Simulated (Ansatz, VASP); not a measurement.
# NaRh in VASP and in Ansatz

```xyz
2
Lattice="1.4090 -2.3381 0.0000 1.4090 2.3381 0.0000 0.0000 0.0000 5.0370" Properties=species:S:1:pos:R:3 pbc="T T T"
Na    1.4090    0.0000    2.5185
Rh    0.0000    0.0000    0.0000
```

Alike in both runs: functional PBE; k mesh 6 × 6 × 4; occupations gaussian, width 0.1 eV; no spin polarisation.

Ansatz relaxed the structure, and its values are those at the end. VASP's run is a single point on that final structure, the one shown.

```csv
,VASP,Ansatz
version,VASP 6.6.1,Ansatz 0.2.0
potentials or method,"VASP PAW PBE potentials, release 64 (Na_pv, Rh_pv), cutoff 520 eV","scalar-relativistic, plane waves, PAW"
valence electrons in the cell,22,26
```

Ansatz gave:

| Quantity | Value |
| --- | --- |
| gap on the k mesh at the Fermi level (eV) | none |
| pressure (GPa) | 0.0 |

Question: Estimate VASP's values.

Answer: gap on the k mesh at the Fermi level (eV): none; pressure (GPa): 0.1.

A gap of «none» marks a metal or a gap that the smearing closes. VASP's potentials hold 22 valence electrons a cell and Ansatz's 26, so a difference there can come from the potentials and not from the codes.

The k mesh is coarse, so the values compare programs but aren't converged.
